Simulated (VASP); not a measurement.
Wanted: the native input for a VASP 6.6.1 run.

| Item | Value |
| --- | --- |
| Task | single point |
| Functional | PBE |
| Potentials or basis | VASP PAW PBE potentials, release 64 (Mo_sv, S) |
| Cutoff | 520 eV |
| k mesh | 7 × 7 × 1 |
| Occupations | fermi-dirac, width 0.05 eV |
| Spin | no spin polarisation |
| Dipole correction | no |
| Further INCAR settings | ALGO = Normal; EDIFF = 1e-06; NBANDS = 49 |

The structure of MoS2 lies in POSCAR:

```
MoS2
1.0
    3.1840155185      0.0000000000      0.0000000000
   -1.5920077592      2.7574383250      0.0000000000
    0.0000000000      0.0000000000     28.3873198000
Mo S
3 6
Direct
    0.3333333333      0.6666666667      0.2599876387
    0.3333333333      0.6666666667      0.7400123613
    0.6666666667      0.3333333333      0.0000000000
    0.6666666667      0.3333333333      0.2049294610
    0.6666666667      0.3333333333      0.6849570292
    0.3333333333      0.6666666667      0.9449424442
    0.6666666667      0.3333333333      0.3150429708
    0.6666666667      0.3333333333      0.7950705390
    0.3333333333      0.6666666667      0.0550575558
```

One way to write it, as run:

INCAR

```
ALGO = Normal ; EDIFF = 1E-6
ENCUT = 520 ; GGA = PE
ISIF = 2 ; ISMEAR = -1
LASPH = True ; LCHARG = False
LREAL = False ; LWAVE = False
NBANDS = 49 ; NELM = 100
PREC = Accurate ; SIGMA = 0.05
```

KPOINTS

```
k-points
0
Gamma
  7 7 1
```

Potentials or basis: VASP PAW PBE potentials, release 64 (Mo_sv, S).

Command:

```console
$ cat potpaw_PBE.64/Mo_sv/POTCAR potpaw_PBE.64/S/POTCAR > POTCAR
$ mpirun -np 1 vasp_std > vasp.out
```

Results of the run:

```yaml
Largest_force: 0.012 eV/Å
Band_gap_on_the_k_mesh: 1.75 eV (least direct gap 2.14 eV)
```

Wall time 4.1 min on 1 thread of Intel Xeon 8259CL (shared host), peak memory 0.37 GiB.
